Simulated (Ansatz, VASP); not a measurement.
# ZnS: VASP beside Ansatz

```
CELL_PARAMETERS angstrom
3.75949 0.00000 0.00000
-1.87975 3.25582 0.00000
0.00000 0.00000 6.14975
ATOMIC_POSITIONS crystal
Zn 0.33333 0.66667 0.00000
Zn 0.66667 0.33333 0.50000
S 0.33333 0.66667 0.38500
S 0.66667 0.33333 0.88500
```

Change from the starting cell: volume scaled by 0.96, crystal datasets.

Alike in both runs: task electric field gradients; functional PBEsol; k mesh 8 × 8 × 5; occupations fermi-dirac, width 0.03 eV; no spin polarisation.

|  | VASP | Ansatz |
| --- | --- | --- |
| version | VASP 6.6.1 | Ansatz 0.2.0 |
| potentials or method | VASP PAW PBE potentials, release 64 (Zn, S), cutoff 520 eV | all-electron PAW with datasets made for the crystal, scalar-relativistic |

Ansatz gave:

* gap on the k mesh at the Fermi level (eV): 2.30
* pressure (GPa): 2.0
* traceless stress, the component that is largest in VASP (GPa): -1.64
* rms of the force components (eV/Å): 0.206
* size of Vzz on the site where it differs most (V/Å²): 18.4

Estimate VASP's values.

gap on the k mesh at the Fermi level (eV): 2.31; pressure (GPa): 2.2; traceless stress, the component that is largest in VASP (GPa): -1.66; rms of the force components (eV/Å): 0.208; size of Vzz on the site where it differs most (V/Å²): 20.1.

VASP's potentials were made for PBE, not for PBEsol. Atom by atom the forces differ by 0.001 eV/Å (rms over components). Ansatz ran all-electron here, and VASP with PAW potentials.
